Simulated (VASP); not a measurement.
Set up this calculation in VASP 6.6.1, as the native input.

| Quantity | Value |
| --- | --- |
| Task | single point |
| Functional | LDA |
| Potentials or basis | VASP PAW LDA potentials, release 64 (Co, O) |
| Cutoff | 520 eV |
| k mesh | 12 × 12 × 12 |
| Occupations | gaussian, width 0.05 eV |
| Spin | collinear spin, ferromagnetic start |
| Starting moments | [2.45, 0.35] μB |
| Dipole correction | no |
| Further INCAR settings | ALGO = Normal; EDIFF = 1e-06; NBANDS = 18 |

The structure of CoO lies in POSCAR:

```
CoO
1.0
    0.0000000000      2.1733047310      2.1733047310
    2.1733047310      0.0000000000      2.1733047310
    2.1733047310      2.1733047310      0.0000000000
Co O
1 1
Direct
    0.0000000000      0.0000000000      0.0000000000
    0.5000000000      0.5000000000      0.5000000000
```

One way to write it, as run:

INCAR

```
PREC = Accurate
ENCUT = 520
EDIFF = 1E-6
ISMEAR = 0
SIGMA = 0.05
LREAL = F
LASPH = T
NELM = 150
ALGO = Normal
ISIF = 2
LWAVE = F
LCHARG = F
ISPIN = 2
MAGMOM = 2.45 0.35
LORBIT = 11
LMAXMIX = 4
GGA = CA
NBANDS = 18
```

KPOINTS

```
regular mesh
0
Gamma
  12 12 12
```

Potentials or basis: VASP PAW LDA potentials, release 64 (Co, O).

Launch:

```console
$ cat potpaw_LDA.64/Co/POTCAR potpaw_LDA.64/O/POTCAR > POTCAR
$ mpirun -np 1 vasp_std > vasp.out
```

Results of the run:

```yaml
Pressure: -26.4 GPa
Net_moment: 2.96 μB per cell
Site_moments: Co +2.55; O +0.34 μB
Valence_electrons_inside_the_program's_atomic_spheres: Co 7.74; O 4.90
```

Caveat: a cell with one magnetic atom can't hold antiferromagnetic order, which such compounds often take.

Run time: 52 s on 1 thread of Intel(R) Xeon(R) Platinum 8259CL CPU @ 2.50GHz (Skylake/Cascade Lake), with other jobs on the host, peak memory 0.16 GiB.
